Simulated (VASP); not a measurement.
# W (Im-3m) in VASP: single point with PBE

Aim: the single point of W with PBE.

Program: VASP 6.6.1. These are calculated values, not measurements. Logs are shortened: lines on timing, memory, paths and dates and some standing lists are left out, and cuts for length are marked.

## Step 1: The cell of the first run

The structure is cubic, space group Im-3m (No. 229). Conventional cell: a = 3.184 Å, b = 3.184 Å, c = 3.184 Å, α = 90.00°, β = 90.00°, γ = 90.00°. W (site symmetry m-3m) has 14 W at 2.76 to 3.18 Å within 3.6 Å.

## Step 2: Single point, PBE

File INCAR:

```
PREC = Accurate
ENCUT = 520
EDIFF = 1E-6
ISMEAR = 0
SIGMA = 0.1
LREAL = False
LASPH = True
NELM = 60
ALGO = Fast
ISIF = 2
LWAVE = False
LCHARG = False
GGA = PE
NBANDS = 13
```

File KPOINTS:

```
regular mesh
0
Gamma
  18 18 18
```

File POSCAR:

```
W
1.0
   -1.5917793221      1.5917793221      1.5917793221
    1.5917793221     -1.5917793221      1.5917793221
    1.5917793221      1.5917793221     -1.5917793221
W
1
Direct
    0.0000000000      0.0000000000      0.0000000000
```

Potentials or basis: VASP PAW PBE potentials, release 64 (W_sv).

Launch:

```sh
$ cat potpaw_PBE.64/W_sv/POTCAR > POTCAR
$ mpirun -np 1 vasp_std > vasp.out
```

OUTCAR:

```text
PREC = Accurate
   ENCUT = 520
   EDIFF = 1E-6
   ISMEAR = 0
   LREAL = False
   LASPH = True
   NELM = 60
   ISIF = 2
   GGA = PE

 ion  position               nearest neighbor table
   1  0.000  0.000  0.000-

  LATTYP: Found a body centered cubic cell.
 ALAT       =     3.1835586442

  Lattice vectors:

 A1 = (  -1.5917793221,   1.5917793221,   1.5917793221)
 A2 = (   1.5917793221,  -1.5917793221,   1.5917793221)
 A3 = (   1.5917793221,   1.5917793221,  -1.5917793221)

Analysis of symmetry for initial positions (statically):
=====================================================================
 Subroutine PRICEL returns:
 Original cell was already a primitive cell.

 Routine SETGRP: Setting up the symmetry group for a
 body centered cubic supercell.

 Subroutine GETGRP returns: Found 48 space group operations
 (whereof 48 operations were pure point group operations)
 out of a pool of 48 trial point group operations.

The static configuration has the point symmetry O_h .

Analysis of symmetry for dynamics (positions and initial velocities):
=====================================================================
 Subroutine PRICEL returns:
 Original cell was already a primitive cell.

 Routine SETGRP: Setting up the symmetry group for a
 body centered cubic supercell.

 Subroutine GETGRP returns: Found 48 space group operations
 (whereof 48 operations were pure point group operations)
 out of a pool of 48 trial point group operations.

The dynamic configuration has the point symmetry O_h .

 Subroutine INISYM returns: Found 48 space group operations
 (whereof 48 operations are pure point group operations),
 and found     1 'primitive' translations

----------------------------------------------------------------------------------------

                                     Primitive cell

  volume of cell :      16.1328

  direct lattice vectors                    reciprocal lattice vectors
    -1.591779322  1.591779322  1.591779322     0.000000000  0.314113893  0.314113893
     1.591779322 -1.591779322  1.591779322     0.314113893  0.000000000  0.314113893
     1.591779322  1.591779322 -1.591779322     0.314113893  0.314113893  0.000000000

  length of vectors
     2.757042660  2.757042660  2.757042660     0.444224128  0.444224128  0.444224128

[... 78 lines left out ...]
   EDIFF  = 0.1E-05   stopping-criterion for ELM
   LREAL  =      F    real-space projection
   EDIFFG = 0.1E-04   stopping-criterion for IOM
   NSW    =      0    number of steps for IOM
   IBRION =     -1    ionic relax: 0-MD 1-quasi-New 2-CG
   NFREE  =      0    steps in history (QN), initial steepest desc. (CG)
   ISIF   =      2    stress and relaxation
   ISYM   =      2    0-nonsym 1-usesym 2-fastsym
   POTIM  = 0.5000    time-step for ionic-motion
   TEBEG  =    0.0;   TEEND  =   0.0 temperature during run
   PSTRESS=    0.0 pullay stress
   NELECT =      14.0000    total number of electrons
   NUPDOWN=      -1.0000    fix difference up-down
   EMIN   =  10.00;   EMAX   =-10.00  energy-range for DOS
   EFERMI =   0.00;   METHOD = LEGACY
   ISMEAR =     0;   SIGMA  =   0.10  broadening in eV -4-tet -1-fermi 0-gaus
   EFERMI_NEDOS =   21; number of points for ismear=-14 and -15
   IALGO  =     68    algorithm
   IMIX   =      4    mixing-type and parameters
     AMIX     =   0.40;   BMIX     =  1.00
     AMIX_MAG =   1.60;   BMIX_MAG =  1.00
  volume/ion in A,a.u.               =      16.13       108.87
  Fermi-wavevector in a.u.,A,eV,Ry     =   1.561522  2.950848 33.175760  2.438350
  Thomas-Fermi vector in A             =   2.664575
   LORBIT       =      0    0 simple, 1 ext, 2 COOP (PROOUT), +10 PAW based schemes
   GGA     = PE    functional components
   LHFCALC =     F    Hartree Fock is set to
   AEXX    =    0.0000 exact exchange contribution
   IVDW    =     0    specifies the selected vdW correction
   LEPSILON=     F    determine dielectric tensor
   LRPA    =     F    only Hartree local field effects (RPA)
 non-spin polarized calculation
 RMM-DIIS sequential band-by-band and
 Gauss-broadening in eV      SIGMA  =   0.10
  energy-cutoff  :      520.00
  volume of cell :       16.13
 maximum number of plane-waves:       466
 NGX is ok and might be reduce to    24
   NGX = 11   NGY = 11   NGZ = 11

 number of electron      14.0000002 magnetization

 Free energy of the ion-electron system (eV)
  ---------------------------------------------------
  ext. energy  EPLUGINS =         0.00000000
  ---------------------------------------------------
  free energy    TOTEN  =       -12.95114105 eV

  energy without entropy =      -12.94756910  energy(sigma->0) =      -12.94935508

 E-fermi :  11.1896     XC(G=0): -13.5407

 val. band max:       11.1854961200   @ k =  -0.2778   0.3333   0.2222
 cond. band min:      11.2017517504   @ k =   0.5000   0.5000   0.2222
 fundamental gap:      0.0162556305
 Fermi energy:        11.1896095023

 k-point     1 :       0.0000    0.0000    0.0000
  band No.  band energies     occupation
      1     -63.0109      2.00000
      2     -26.5985      2.00000
      3     -26.5985      2.00000
      4     -26.5985      2.00000
      5       1.6510      2.00000
      6       9.9935      2.00000
      7       9.9935      2.00000
      8       9.9935      2.00000
      9      13.4129      0.00000
     10      13.4130      0.00000
     11      25.6671      0.00000
     12      25.6671      0.00000
     13      25.6671      0.00000
[... 354 lines left out ...]
  band No.  band energies     occupation
      1     -62.8868      2.00000
      2     -27.7386      2.00000
      3     -27.0275      2.00000
      4     -26.6585      2.00000
      5       5.4563      2.00000
      6       7.8561      2.00000
      7      10.5773      2.00000
      8      13.1790      0.00000
      9      14.4735      0.00000
     10      17.4670      0.00000
     11      21.8670      0.00000
     12      23.6675      0.00000
     13      27.7500      0.00000

 [... further k-points ...]
[... 5 lines left out ...]
  --------------------------------------------------------------------------------------
  -------------------------------------------------------------------------------------
  Total        0.0454910      0.0454910      0.0454910      0.0000000      0.0000000     -0.0000000
  in kB        4.5178058      4.5178058      4.5178058      0.0000000      0.0000000     -0.0000000
  external PRESSURE =       4.5178058 kB  Pullay stress =       0.0000000 kB

 VOLUME and BASIS-vectors are now :
 -----------------------------------------------------------------------------
  energy-cutoff  :      520.00
  volume of cell :       16.13
      direct lattice vectors                 reciprocal lattice vectors
    -1.591779322  1.591779322  1.591779322     0.000000000  0.314113893  0.314113893
     1.591779322 -1.591779322  1.591779322     0.314113893  0.000000000  0.314113893
     1.591779322  1.591779322 -1.591779322     0.314113893  0.314113893  0.000000000

 POSITION                                       TOTAL-FORCE (eV/Angst)
 -----------------------------------------------------------------------------------
      0.00000      0.00000      0.00000         0.000000     -0.000000      0.000000
 -----------------------------------------------------------------------------------
    total drift:                                0.000000      0.000000      0.000000

  FREE ENERGIE OF THE ION-ELECTRON SYSTEM (eV)
  ---------------------------------------------------
  free  energy   TOTEN  =       -12.9511410547 eV

  energy  without entropy=      -12.9475691032  energy(sigma->0) =      -12.94935508
```

OSZICAR:

```text
N       E                     dE             d eps       ncg     rms          rms(c)
DAV:   1     0.837992563843E+02    0.83799E+02   -0.75070E+03  5120   0.122E+03
DAV:   2    -0.119670421701E+02   -0.95766E+02   -0.92113E+02  5715   0.315E+02
DAV:   3    -0.135767606172E+02   -0.16097E+01   -0.16036E+01  5570   0.395E+01
DAV:   4    -0.135833483164E+02   -0.65877E-02   -0.65876E-02  5580   0.278E+00
DAV:   5    -0.135834044263E+02   -0.56110E-04   -0.56109E-04  5640   0.242E-01    0.203E+01
RMM:   6    -0.130811398865E+02    0.50226E+00   -0.40720E-01  5475   0.597E+00    0.836E+00
RMM:   7    -0.129539488504E+02    0.12719E+00   -0.29692E-01  5504   0.510E+00    0.901E-01
RMM:   8    -0.129513908679E+02    0.25580E-02   -0.12085E-02  6237   0.120E+00    0.277E-01
RMM:   9    -0.129511556641E+02    0.23520E-03   -0.17684E-03  5968   0.508E-01    0.250E-02
RMM:  10    -0.129511517224E+02    0.39417E-05   -0.27289E-04  6239   0.199E-01    0.103E-02
RMM:  11    -0.129511401694E+02    0.11553E-04   -0.34530E-05  6385   0.714E-02    0.326E-03
RMM:  12    -0.129511410547E+02   -0.88531E-06   -0.63015E-06  5645   0.327E-02
   1 F= -.12951141E+02 E0= -.12949355E+02  d E =-.357195E-02
```

stdout:

```text
POSCAR found type information on POSCAR W
 POSCAR found :  1 types and       1 ions
 scaLAPACK will be used
 LDA part: xc-table for (Slater+PW92), standard interpolation
 POSCAR, INCAR and KPOINTS ok, starting setup
 FFT: planning ... GRIDC
 FFT: planning ... GRID_SOFT
 FFT: planning ... GRID
 WAVECAR not read
 entering main loop
```

It took 19 s on 1 thread of Intel Xeon Platinum 8488C (Sapphire Rapids), shared host; peak memory 0.17 GiB.

What came out:

```yaml
Free_energy: -12.9511 eV
Pressure: 0.5 GPa
Band_gap_on_the_k_mesh: zero (band 7 reaches 16.23 eV, above the bottom of band 8 at 9.99 eV)
```

Caveat: spin-orbit coupling is left out, which moves the levels of the heavy elements.
